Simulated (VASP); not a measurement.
Crystal: Be8Se5S3.

```
CELL_PARAMETERS angstrom
10.03662 0.00000 0.00000
0.00000 10.03662 0.00000
0.00000 0.00000 10.03662
ATOMIC_POSITIONS crystal
Be 0.00413 0.00146 0.00190
Be 0.00184 0.00114 0.50016
Be 0.00100 0.50125 0.00137
Be 0.00005 0.49824 0.49539
Be 0.50064 0.00473 0.00144
Be 0.49807 0.00046 0.50177
Be 0.50225 0.49998 0.99984
Be 0.49943 0.49911 0.50109
Be 0.25217 0.24955 0.99576
Be 0.25132 0.24858 0.50013
Be 0.24754 0.75073 0.00223
Be 0.24607 0.74856 0.49984
Be 0.74755 0.25332 0.00027
Be 0.74809 0.24808 0.49889
Be 0.75062 0.75077 0.99629
Be 0.74615 0.75189 0.50110
Be 0.24981 0.00333 0.24971
Be 0.25045 0.99862 0.75229
Be 0.24660 0.49972 0.25126
Be 0.25251 0.50077 0.75199
Be 0.74903 0.00246 0.25221
Be 0.74970 0.99865 0.75018
Be 0.75156 0.49669 0.24846
Be 0.74992 0.50047 0.75073
Be 0.00222 0.24992 0.25100
Be 0.00410 0.24963 0.74807
Be 0.99922 0.75181 0.24977
Be 0.99967 0.75149 0.75087
Be 0.49663 0.25009 0.24870
Be 0.49973 0.24491 0.74848
Be 0.50202 0.75101 0.25088
Be 0.50416 0.74935 0.74805
S 0.12449 0.12554 0.12442
S 0.12920 0.62420 0.12453
S 0.62486 0.12712 0.62612
S 0.62489 0.62079 0.12249
S 0.37358 0.37209 0.12868
S 0.37370 0.37438 0.62377
S 0.37787 0.87112 0.12227
S 0.37751 0.87577 0.62420
S 0.37594 0.11917 0.37669
S 0.12595 0.87431 0.87679
S 0.62214 0.37921 0.87173
S 0.62811 0.87098 0.37561
Se 0.12692 0.12387 0.62767
Se 0.12619 0.62473 0.62423
Se 0.62353 0.12387 0.12556
Se 0.62415 0.62391 0.62436
Se 0.87513 0.37089 0.12693
Se 0.87386 0.37791 0.62290
Se 0.87391 0.87476 0.12311
Se 0.87321 0.87030 0.62662
Se 0.37292 0.12729 0.87330
Se 0.37792 0.62484 0.37851
Se 0.37492 0.62387 0.87435
Se 0.87582 0.12521 0.37761
Se 0.87389 0.12438 0.87497
Se 0.87369 0.62395 0.37158
Se 0.87586 0.62583 0.87129
Se 0.12659 0.36966 0.37387
Se 0.12587 0.37172 0.87477
Se 0.12118 0.87261 0.37800
Se 0.62474 0.37140 0.37537
Se 0.62548 0.87780 0.87431
```

```yaml
Program: VASP 6.6.1
Task: relaxation of volume and atoms at fixed shape
Functional: PBEsol
Potentials_or_basis: VASP PAW PBE potentials, release 64 (Be, S, Se)
Cutoff: 500 eV
k_mesh: 1 × 1 × 1, shifted
Occupations: fermi-dirac, width 0.05 eV
Spin: no spin polarisation
```

At the start: pressure 0.8 GPa; volume 15.80 Å³/atom.

Task: How do energy, volume and symmetry change on relaxing?

Result: Over 10 steps the energy falls by 22.6 meV/atom and the volume is 15.85 Å³/atom (+0.4 %); space group P1 (No. 1, to 0.1 Å) before and after.

The path:
| step | energy change (eV) | largest force (eV/Å) | pressure (GPa) | volume (Å³) |
| --- | --- | --- | --- | --- |
| 1 | 0.0000 | 1.3792 | 0.80 | 1011.03 |
| 2 | -1.0046 | 0.5538 | -0.49 | 1022.63 |
| 3 | -1.1785 | 0.3434 | -1.15 | 1029.94 |
| 4 | -1.3610 | 0.2174 | 0.18 | 1013.08 |
| 5 | -1.3673 | 0.2243 | 0.49 | 1009.33 |
| 6 | -1.4197 | 0.1251 | 0.10 | 1013.69 |
| 7 | -1.4263 | 0.1330 | -0.09 | 1015.84 |
| 8 | -1.4396 | 0.0574 | -0.04 | 1015.23 |
| 9 | -1.4417 | 0.0628 | -0.01 | 1014.88 |
| 10 | -1.4440 | 0.0261 | 0.02 | 1014.64 |

Final structure:
```
Be S Se
1.0
    10.04857    0.00000    0.00000
     0.00000   10.04857    0.00000
     0.00000    0.00000   10.04857
Be S Se
32 12 20
Direct
  0.00977 0.00046 0.99989
  0.00143 0.99893 0.49907
  0.00646 0.50550 0.00472
  0.99962 0.49925 0.49812
  0.49352 0.99490 0.00465
  0.49867 0.99991 0.49895
  0.50289 0.49499 0.00423
  0.49399 0.49478 0.50319
  0.25178 0.24955 0.00837
  0.26163 0.24683 0.49956
  0.24724 0.75374 0.00560
  0.25671 0.75519 0.50241
  0.74375 0.25387 0.99486
  0.74319 0.24405 0.50302
  0.74443 0.74497 0.00354
  0.74373 0.75392 0.49417
  0.25649 0.00353 0.24652
  0.25195 0.98992 0.75149
  0.25156 0.50119 0.23975
  0.25693 0.49345 0.74638
  0.74442 0.99509 0.25452
  0.74361 0.00507 0.74567
  0.74308 0.50259 0.24516
  0.74464 0.49634 0.75568
  0.00476 0.24278 0.24449
  0.00203 0.24962 0.75032
  0.00625 0.74497 0.24450
  0.00455 0.75459 0.75683
  0.48827 0.24895 0.25072
  0.50350 0.25233 0.74611
  0.50353 0.75404 0.24513
  0.49403 0.75421 0.74565
  0.13061 0.12323 0.12507
  0.12890 0.62657 0.12410
  0.62059 0.12459 0.62376
  0.62208 0.62471 0.12465
  0.37521 0.37495 0.12529
  0.37816 0.37138 0.62511
  0.37451 0.87472 0.12684
  0.37669 0.87747 0.62395
  0.37667 0.12257 0.37512
  0.12875 0.87481 0.87882
  0.62172 0.37497 0.87512
  0.62079 0.87606 0.37475
  0.13013 0.12271 0.62567
  0.12850 0.62599 0.62620
  0.62066 0.12521 0.12658
  0.62208 0.62475 0.62492
  0.87548 0.37546 0.12366
  0.87238 0.37352 0.62596
  0.87623 0.87427 0.12466
  0.87369 0.87567 0.62543
  0.37538 0.12475 0.87549
  0.37684 0.62616 0.37222
  0.37524 0.62497 0.87794
  0.87409 0.12341 0.37510
  0.87516 0.12507 0.87526
  0.87351 0.62594 0.37154
  0.87544 0.62491 0.87793
  0.13010 0.37272 0.37223
  0.12856 0.37511 0.87796
  0.12933 0.87584 0.37214
  0.62034 0.37297 0.37465
  0.62204 0.87527 0.87540
```

Caveat: the PAW data sets were made with another functional, which shifts forces and pressure a little.
